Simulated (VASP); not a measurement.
# PbF2 (Immm) in VASP: further runs, part 2 of 2

VASP 6.6.1.

### 3 Single point, PBEsol (strain +0.0750 x Voigt [0, 0, 0, 0, 1, 0])

INCAR reads:

```
  PREC = Accurate
  ENCUT = 520
  EDIFF = 1E-6
  ISMEAR = 0
  SIGMA = 0.05
  LREAL = False
  LASPH = True
  NELM = 100
  ALGO = Normal
  ISIF = 2
  LWAVE = False
  LCHARG = False
  GGA = PS
  NBANDS = 21
```

KPOINTS reads:

```
Automatic mesh
0
Gamma
  8 8 8
```

POSCAR reads:

```
PbF2
1.0
    0.1113693750      2.9698500000      2.9698500000
    3.0812193750      0.0000000000      3.0812193750
    2.9698500000      2.9698500000      0.1113693750
Pb F
1 2
Direct
    0.0000000000      0.0000000000      0.0000000000
    0.2500000000      0.2500000000      0.2500000000
    0.7500000000      0.7500000000      0.7500000000
```

Potentials or basis: VASP PAW PBE potentials, release 64 (Pb_d, F).

Started as:

```sh
$ cat potpaw_PBE.64/Pb_d/POTCAR potpaw_PBE.64/F/POTCAR > POTCAR
$ mpirun -np 1 vasp_std > vasp.out
```

OUTCAR:

```text
PREC = Accurate
   ENCUT = 520
   EDIFF = 1E-6
   ISMEAR = 0
   LREAL = False
   LASPH = True
   NELM = 100
   ISIF = 2
   GGA = PS

 ion  position               nearest neighbor table
   1  0.000  0.000  0.000-   3 2.51   3 2.51   2 2.51   2 2.51   3 2.64   3 2.64   2 2.64   2 2.64

   2  0.250  0.250  0.250-   1 2.51   1 2.51   1 2.64   1 2.64
   3  0.750  0.750  0.750-   1 2.51   1 2.51   1 2.64   1 2.64

  LATTYP: Found a body centered orthorhombic cell.
 ALAT       =     4.0425020677
 B/A-ratio  =     1.0779220779
 C/A-ratio  =     1.4693127921

  Lattice vectors:

 A1 = (   0.1113693750,  -2.9698500000,   2.9698500000)
 A2 = (  -0.1113693750,  -2.9698500000,  -2.9698500000)
 A3 = (   2.9698500000,   2.9698500000,   0.1113693750)

Analysis of symmetry for initial positions (statically):
=====================================================================
 Subroutine PRICEL returns:
 Original cell was already a primitive cell.

 Routine SETGRP: Setting up the symmetry group for a
 body centered orthorhombic supercell.

 Subroutine GETGRP returns: Found  8 space group operations
 (whereof  8 operations were pure point group operations)
 out of a pool of  8 trial point group operations.

The static configuration has the point symmetry D_2h.

Analysis of symmetry for dynamics (positions and initial velocities):
=====================================================================
 Subroutine PRICEL returns:
 Original cell was already a primitive cell.

 Routine SETGRP: Setting up the symmetry group for a
 body centered orthorhombic supercell.

 Subroutine GETGRP returns: Found  8 space group operations
 (whereof  8 operations were pure point group operations)
 out of a pool of  8 trial point group operations.

The dynamic configuration has the point symmetry D_2h.

 Subroutine INISYM returns: Found  8 space group operations
[... 109 lines left out ...]
   PSTRESS=    0.0 pullay stress
   NELECT =      28.0000    total number of electrons
   NUPDOWN=      -1.0000    fix difference up-down
   EMIN   =  10.00;   EMAX   =-10.00  energy-range for DOS
   EFERMI =   0.00;   METHOD = LEGACY
   ISMEAR =     0;   SIGMA  =   0.05  broadening in eV -4-tet -1-fermi 0-gaus
   EFERMI_NEDOS =   21; number of points for ismear=-14 and -15
   IALGO  =     38    algorithm
   IMIX   =      4    mixing-type and parameters
     AMIX     =   0.40;   BMIX     =  1.00
     AMIX_MAG =   1.60;   BMIX_MAG =  1.00
  volume/ion in A,a.u.               =      17.44       117.68
  Fermi-wavevector in a.u.,A,eV,Ry     =   1.329189  2.511803 24.038000  1.766743
  Thomas-Fermi vector in A             =   2.458370
   LORBIT       =      0    0 simple, 1 ext, 2 COOP (PROOUT), +10 PAW based schemes
   GGA     = PS    functional components
   LHFCALC =     F    Hartree Fock is set to
   AEXX    =    0.0000 exact exchange contribution
   IVDW    =     0    specifies the selected vdW correction
   LEPSILON=     F    determine dielectric tensor
   LRPA    =     F    only Hartree local field effects (RPA)
 non-spin polarized calculation
 Gauss-broadening in eV      SIGMA  =   0.05
  energy-cutoff  :      520.00
  volume of cell :       52.31
 maximum number of plane-waves:      1430
   NGX = 15   NGY = 17   NGZ = 15

 number of electron      27.9999998 magnetization

 Free energy of the ion-electron system (eV)
  ---------------------------------------------------
  ext. energy  EPLUGINS =         0.00000000
  ---------------------------------------------------
  free energy    TOTEN  =       -14.90510820 eV

  energy without entropy =      -14.90510820  energy(sigma->0) =      -14.90510820

 E-fermi :   1.9563     XC(G=0):  -9.6318

 val. band max:        1.7465027596   @ k =  -0.3750   0.0000   0.2500
 cond. band min:       5.9777123158   @ k =   0.5000   0.5000  -0.0000
 fundamental gap:      4.2312095562
 Fermi energy:         1.9563161649

 k-point     1 :       0.0000    0.0000    0.0000
  band No.  band energies     occupation
      1     -19.2741      2.00000
      2     -18.6435      2.00000
      3     -12.6846      2.00000
      4     -12.6788      2.00000
      5     -12.6684      2.00000
      6     -12.6149      2.00000
[... 565 lines left out ...]
     20      17.1842      0.00000
     21      18.3820      0.00000

 [... further k-points ...]
[... 5 lines left out ...]
  --------------------------------------------------------------------------------------
  -------------------------------------------------------------------------------------
  Total       -0.3956932     -0.3861569     -0.3956932     -0.0000000      0.0000000     -0.7372263
  in kB      -12.1184416    -11.8263838    -12.1184416     -0.0000000      0.0000000    -22.5781832
  external PRESSURE =     -12.0210890 kB  Pullay stress =       0.0000000 kB

 VOLUME and BASIS-vectors are now :
 -----------------------------------------------------------------------------
  energy-cutoff  :      520.00
  volume of cell :       52.31
      direct lattice vectors                 reciprocal lattice vectors
     0.111369375  2.969850000  2.969850000    -0.174918100  0.168358671  0.174918100
     3.081219375  0.000000000  3.081219375     0.162273418 -0.168358671  0.162273418
     2.969850000  2.969850000  0.111369375     0.174918100  0.168358671 -0.174918100

 POSITION                                       TOTAL-FORCE (eV/Angst)
 -----------------------------------------------------------------------------------
      0.00000      0.00000      0.00000        -0.000000     -0.000000      0.000000
      1.54061      1.48493      1.54061        -0.000000     -0.177668     -0.000000
      4.62183      4.45477      4.62183         0.000000      0.177668      0.000000
 -----------------------------------------------------------------------------------
    total drift:                                0.000000     -0.000000      0.000000

  FREE ENERGIE OF THE ION-ELECTRON SYSTEM (eV)
  ---------------------------------------------------
  free  energy   TOTEN  =       -14.9051081988 eV

  energy  without entropy=      -14.9051081988  energy(sigma->0) =      -14.90510820
```

stdout:

```text
POSCAR found type information on POSCAR PbF
 POSCAR found :  2 types and       3 ions
 scaLAPACK will be used
 -----------------------------------------------------------------------------
|                                                                             |
|                                                                             |
|     You enforced a specific xc type in the INCAR file but a different       |
|     I HOPE YOU KNOW WHAT YOU ARE DOING!                                     |
|                                                                             |
 -----------------------------------------------------------------------------

 LDA part: xc-table for (Slater+PW92), standard interpolation
 POSCAR, INCAR and KPOINTS ok, starting setup
 FFT: planning ... GRIDC
 FFT: planning ... GRID_SOFT
 FFT: planning ... GRID
 WAVECAR not read
 entering main loop
```

Wall time 46 s (1 thread of Intel Xeon 6975P-C (Granite Rapids), shared host); peak memory 0.22 GiB.

What came out:

* Free energy: -14.9051 eV
* Pressure: -1.2 GPa
* Largest force: 0.178 eV/Å
* Band gap on the k mesh: 4.23 eV (least direct gap 4.41 eV)

Forces on the atoms (eV/Å):
```
Pb   0.000  0.000  0.000
F    0.000 -0.178  0.000
F    0.000  0.178  0.000
```

Stress tensor (GPa, compression positive):
```
-1.21  0.00 -2.26
 0.00 -1.18  0.00
-2.26  0.00 -1.21
```

Caveat: the cell differs from its parent crystal (strain +0.0750 x Voigt [0, 0, 0, 0, 1, 0]); the PAW data sets were made with another functional, which shifts forces and pressure a little; spin-orbit coupling is left out, which moves the levels of the heavy elements.
